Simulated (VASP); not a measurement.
# Cr (P6_3/mmc) in VASP: single point with PBE

Aim: the single point of Cr with PBE.

Everything below comes from runs of VASP 6.6.1. Logs are shortened: lines on timing, memory, paths and dates and some standing lists are left out, and cuts for length are marked.

**1. The cell of the first run**

Symmetry: P6_3/mmc, No. 194, hexagonal system. Conventional cell: a = 2.212 Å, b = 2.212 Å, c = 3.828 Å, α = 90.00°, β = 90.00°, γ = 120.00°. Within 2.9 Å of Cr (site symmetry -6m2) lie 12 Cr at 2.21 to 2.30 Å.

This isn't the form of Cr at room conditions, which is bcc.

**2. Single point, PBE**

Input file INCAR:

```
  PREC = Accurate
  ENCUT = 600
  EDIFF = 1E-6
  ISMEAR = -1
  SIGMA = 0.1
  LREAL = False
  LASPH = True
  NELM = 120
  ALGO = Normal
  ISIF = 2
  LWAVE = False
  LCHARG = False
  GGA = PE
  NBANDS = 21
  GGA_COMPAT = False
```

Input file KPOINTS:

```
Automatic mesh
0
Gamma
  17 17 9
```

Input file POSCAR:

```
Cr
1.0
    2.2119492345      0.0000000000      0.0000000000
   -1.1059746173      1.9156042290      0.0000000000
    0.0000000000      0.0000000000      3.8284182233
Cr
2
Direct
    0.3333333333      0.6666666667      0.2500000000
    0.6666666667      0.3333333333      0.7500000000
```

Potentials or basis: VASP PAW PBE potentials, release 64 (Cr_sv).

Run with:

```sh
$ cat potpaw_PBE.64/Cr_sv/POTCAR > POTCAR
$ mpirun -np 1 vasp_std > vasp.out
```

OUTCAR:

```text
PREC = Accurate
   ENCUT = 600
   EDIFF = 1E-6
   ISMEAR = -1
   LREAL = False
   LASPH = True
   NELM = 120
   ISIF = 2
   GGA = PE

 ion  position               nearest neighbor table
   1  0.333  0.667  0.250-   2 2.30   2 2.30   2 2.30   2 2.30   2 2.30   2 2.30
   2  0.667  0.333  0.750-   1 2.30   1 2.30   1 2.30   1 2.30   1 2.30   1 2.30

  LATTYP: Found a hexagonal cell.
 ALAT       =     2.2119492345
 C/A-ratio  =     1.7307893706

  Lattice vectors:

 A1 = (   2.2119492345,   0.0000000000,   0.0000000000)
 A2 = (  -1.1059746173,   1.9156042290,   0.0000000000)
 A3 = (   0.0000000000,   0.0000000000,   3.8284182233)

Analysis of symmetry for initial positions (statically):
=====================================================================
 Subroutine PRICEL returns:
 Original cell was already a primitive cell.

 Routine SETGRP: Setting up the symmetry group for a
 hexagonal supercell.

 Subroutine GETGRP returns: Found 24 space group operations
 (whereof 12 operations were pure point group operations)
 out of a pool of 24 trial point group operations.

The static configuration has the point symmetry D_3d.
 The point group associated with its full space group is D_6h.

Analysis of symmetry for dynamics (positions and initial velocities):
=====================================================================
 Subroutine PRICEL returns:
 Original cell was already a primitive cell.

 Routine SETGRP: Setting up the symmetry group for a
 hexagonal supercell.

 Subroutine GETGRP returns: Found 24 space group operations
 (whereof 12 operations were pure point group operations)
 out of a pool of 24 trial point group operations.

The dynamic configuration has the point symmetry D_3d.
 The point group associated with its full space group is D_6h.

 Subroutine INISYM returns: Found 24 space group operations
 (whereof 12 operations are pure point group operations),
 and found     1 'primitive' translations

----------------------------------------------------------------------------------------

                                     Primitive cell

  volume of cell :      16.2218

  direct lattice vectors                    reciprocal lattice vectors
     2.211949235  0.000000000  0.000000000     0.452089941  0.261014249  0.000000000
    -1.105974617  1.915604229  0.000000000     0.000000000  0.522028499  0.000000000
     0.000000000  0.000000000  3.828418223     0.000000000  0.000000000  0.261204482

  length of vectors
     2.211949235  2.211949235  3.828418223     0.522028499  0.522028499  0.261204482

  position of ions in fractional coordinates (direct lattice)
     0.333333333  0.666666667  0.250000000
     0.666666667  0.333333333  0.750000000

  ion indices of the primitive-cell ions
   primitive index   ion index
                 1           1
                 2           2

----------------------------------------------------------------------------------------

 KPOINTS: Automatic mesh

Automatic generation of k-mesh.
 Grid dimensions read from file:
 generate k-points for:   17   17    9

 Generating k-lattice:

  Cartesian coordinates                     Fractional coordinates (reciprocal lattice)
     0.026593526  0.015353779  0.000000000     0.058823529  0.000000000  0.000000000
     0.000000000  0.030707559  0.000000000     0.000000000  0.058823529  0.000000000
     0.000000000  0.000000000  0.029022720     0.000000000  0.000000000  0.111111111

  Length of vectors
     0.030707559  0.030707559  0.029022720

  Shift w.r.t. Gamma in fractional coordinates (k-lattice)
     0.000000000  0.000000000  0.000000000

 Subroutine IBZKPT returns following result:
 ===========================================

 Found    165 irreducible k-points:

 Following reciprocal coordinates:
            Coordinates               Weight
  0.000000  0.000000  0.000000      1.000000
  0.058824  0.000000  0.000000      6.000000
  0.117647  0.000000  0.000000      6.000000
  0.176471  0.000000  0.000000      6.000000
  0.235294  0.000000  0.000000      6.000000
  0.294118  0.000000  0.000000      6.000000
[... 16 lines left out ...]
  0.411765  0.117647  0.000000     12.000000
  0.176471  0.176471  0.000000      6.000000
 [... further k-points ...]
   k-points           NKPTS =    165   k-points in BZ     NKDIM =    165   number of bands    NBANDS=     21
   number of dos      NEDOS =    301   number of ions     NIONS =      2
   total plane-waves  NPLWV =  10368
   dimension x,y,z NGX =    18 NGY =   18 NGZ =   32
   dimension x,y,z NGXF=    36 NGYF=   36 NGZF=   64
   ions per type =               2
   NGX,Y,Z   is equivalent  to a cutoff of  13.53, 13.53, 13.90 a.u.
   NGXF,Y,Z  is equivalent  to a cutoff of  27.06, 27.06, 27.79 a.u.
 SYSTEM =  unknown system
   PREC   = accura    normal or accurate (medium, high low for compatibility)
   ISTART =      0    job   : 0-new  1-cont  2-samecut
   ICHARG =      2    charge: 1-file 2-atom 10-const
   ISPIN  =      1    spin polarized calculation?
   LNONCOLLINEAR =      F non collinear calculations
   LSORBIT =      F    spin-orbit coupling
   LASPH  =      T    aspherical Exc in radial PAW
   ENCUT  =  600.0 eV  44.10 Ry    6.64 a.u.   4.42  4.42  7.65*2*pi/ulx,y,z
   NELM   =    120;   NELMIN=  2; NELMDL= -5     # of ELM steps
   EDIFF  = 0.1E-05   stopping-criterion for ELM
   LREAL  =      F    real-space projection
   EDIFFG = 0.1E-04   stopping-criterion for IOM
   NSW    =      0    number of steps for IOM
   IBRION =     -1    ionic relax: 0-MD 1-quasi-New 2-CG
   NFREE  =      0    steps in history (QN), initial steepest desc. (CG)
   ISIF   =      2    stress and relaxation
   ISYM   =      2    0-nonsym 1-usesym 2-fastsym
   POTIM  = 0.5000    time-step for ionic-motion
   TEBEG  =    0.0;   TEEND  =   0.0 temperature during run
   PSTRESS=    0.0 pullay stress
   NELECT =      28.0000    total number of electrons
   NUPDOWN=      -1.0000    fix difference up-down
   EMIN   =  10.00;   EMAX   =-10.00  energy-range for DOS
   EFERMI =   0.00;   METHOD = LEGACY
   ISMEAR =    -1;   SIGMA  =   0.10  broadening in eV -4-tet -1-fermi 0-gaus
   EFERMI_NEDOS =   21; number of points for ismear=-14 and -15
   IALGO  =     38    algorithm
   IMIX   =      4    mixing-type and parameters
     AMIX     =   0.40;   BMIX     =  1.00
     AMIX_MAG =   1.60;   BMIX_MAG =  1.00
  volume/ion in A,a.u.               =       8.11        54.74
  Fermi-wavevector in a.u.,A,eV,Ry     =   1.963786  3.711017 52.470240  3.856454
  Thomas-Fermi vector in A             =   2.988140
   LORBIT       =      0    0 simple, 1 ext, 2 COOP (PROOUT), +10 PAW based schemes
   GGA     = PE    functional components
   LHFCALC =     F    Hartree Fock is set to
   AEXX    =    0.0000 exact exchange contribution
   IVDW    =     0    specifies the selected vdW correction
   LEPSILON=     F    determine dielectric tensor
   LRPA    =     F    only Hartree local field effects (RPA)
 non-spin polarized calculation
  energy-cutoff  :      600.00
  volume of cell :       16.22
 maximum number of plane-waves:       562
 NGX is ok and might be reduce to    18
   NGX =  9   NGY =  9   NGZ = 15

 number of electron      27.9999974 magnetization

 Free energy of the ion-electron system (eV)
  ---------------------------------------------------
  ext. energy  EPLUGINS =         0.00000000
  ---------------------------------------------------
  free energy    TOTEN  =       -15.10837281 eV

  energy without entropy =      -15.02972815  energy(sigma->0) =      -15.06905048

 E-fermi :  20.8288     XC(G=0): -15.9075

 val. band max:       20.8210095339   @ k =   0.2353   0.2353   0.3333
 cond. band min:      20.8380874364   @ k =   0.4118   0.1765   0.0000
 fundamental gap:      0.0170779025
 Fermi energy:        20.8287669257

 k-point     1 :       0.0000    0.0000    0.0000
  band No.  band energies     occupation
      1     -51.1030      2.00000
      2     -50.4940      2.00000
      3     -23.3600      2.00000
      4     -20.9333      2.00000
      5     -20.8948      2.00000
      6     -20.8948      2.00000
[... 13 lines left out ...]
     20      24.3939      0.00000
     21      34.8433      0.00000

 k-point     2 :       0.0588    0.0000    0.0000
  band No.  band energies     occupation
      1     -51.0795      2.00000
      2     -50.4790      2.00000
      3     -23.3288      2.00000
      4     -20.9802      2.00000
      5     -20.9385      2.00000
      6     -20.9188      2.00000
[... 13 lines left out ...]
     20      25.2550      0.00000
     21      34.8253      0.00000

 k-point     3 :       0.1176    0.0000    0.0000
  band No.  band energies     occupation
      1     -51.0114      2.00000
      2     -50.4363      2.00000
      3     -23.2376      2.00000
      4     -21.2238      2.00000
      5     -20.9868      2.00000
      6     -20.9856      2.00000
[... 13 lines left out ...]
     20      26.7700      0.00000
     21      34.7752      0.00000

 k-point     4 :       0.1765    0.0000    0.0000
  band No.  band energies     occupation
      1     -50.9056      2.00000
      2     -50.3722      2.00000
      3     -23.0931      2.00000
      4     -21.5920      2.00000
      5     -21.3419      2.00000
      6     -21.0836      2.00000
[... 13 lines left out ...]
     20      28.4158      0.00000
     21      34.7021      0.00000

 k-point     5 :       0.2353    0.0000    0.0000
  band No.  band energies     occupation
      1     -50.7734      2.00000
      2     -50.2968      2.00000
      3     -22.9072      2.00000
      4     -22.0313      2.00000
      5     -21.7555      2.00000
      6     -21.1978      2.00000
[... 13 lines left out ...]
     20      30.0946      0.00000
     21      34.6115      0.00000
[... 382 lines left out ...]
     20      33.9911      0.00000
     21      34.4193      0.00000

 k-point    22 :       0.3529    0.1176    0.0000
  band No.  band energies     occupation
      1     -50.3434      2.00000
      2     -50.1117      2.00000
      3     -23.0935      2.00000
      4     -22.7478      2.00000
      5     -22.2158      2.00000
      6     -21.6671      2.00000
[... 13 lines left out ...]
     20      33.2288      0.00000
     21      35.4820      0.00000

 k-point    23 :       0.4118    0.1176    0.0000
  band No.  band energies     occupation
      1     -50.2777      2.00000
      2     -50.1004      2.00000
      3     -23.2354      2.00000
      4     -22.8580      2.00000
      5     -22.0852      2.00000
      6     -21.7257      2.00000
[... 13 lines left out ...]
     20      31.8111      0.00000
     21      36.6577      0.00000

 k-point    24 :       0.1765    0.1765    0.0000
  band No.  band energies     occupation
      1     -50.5969      2.00000
      2     -50.2058      2.00000
      3     -22.6446      2.00000
      4     -22.3099      2.00000
      5     -22.2946      2.00000
      6     -21.4004      2.00000
[... 13 lines left out ...]
     20      32.2992      0.00000
     21      34.8272      0.00000

 [... further k-points ...]

------------------------ aborting loop because EDIFF is reached ----------------------------------------

  FORCE on cell =-STRESS in cart. coord.  units (eV):
  Direction    XX          YY          ZZ          XY          YZ          ZX
  --------------------------------------------------------------------------------------
  -------------------------------------------------------------------------------------
  Total       19.1587174     19.1587174     19.1814525     -0.0000000      0.0000000      0.0000000
  in kB     1892.2420795   1892.2420795   1894.4875536     -0.0000000      0.0000000      0.0000000
  external PRESSURE =    1892.9905709 kB  Pullay stress =       0.0000000 kB

 VOLUME and BASIS-vectors are now :
 -----------------------------------------------------------------------------
  energy-cutoff  :      600.00
  volume of cell :       16.22
      direct lattice vectors                 reciprocal lattice vectors
     2.211949235  0.000000000  0.000000000     0.452089941  0.261014249  0.000000000
    -1.105974617  1.915604229  0.000000000     0.000000000  0.522028499  0.000000000
     0.000000000  0.000000000  3.828418223     0.000000000  0.000000000  0.261204482

 POSITION                                       TOTAL-FORCE (eV/Angst)
 -----------------------------------------------------------------------------------
     -0.00000      1.27707      0.95710        -0.000000      0.000000      0.000000
      1.10597      0.63853      2.87131         0.000000      0.000000      0.000000
 -----------------------------------------------------------------------------------
    total drift:                                0.000000     -0.000000      0.000000

  FREE ENERGIE OF THE ION-ELECTRON SYSTEM (eV)
  ---------------------------------------------------
  free  energy   TOTEN  =       -15.1083728108 eV

  energy  without entropy=      -15.0297281489  energy(sigma->0) =      -15.06905048
```

Run time: 50 s. Hardware: 1 thread of AMD EPYC 7R43 (Zen 3), shared host; peak memory 0.13 GiB.

Results:

```
Free energy            : -15.1084 eV
Pressure               : 189.3 GPa
Band gap on the k mesh : zero (bands 14 and 15 overlap by 2.47 eV)
```

Stress tensor (GPa, compression positive):
```
189.22   0.00   0.00
  0.00 189.22   0.00
  0.00   0.00 189.45
```

Caveat: the cell stands under pressure; the run has no spin polarisation, though such a crystal can be magnetic.
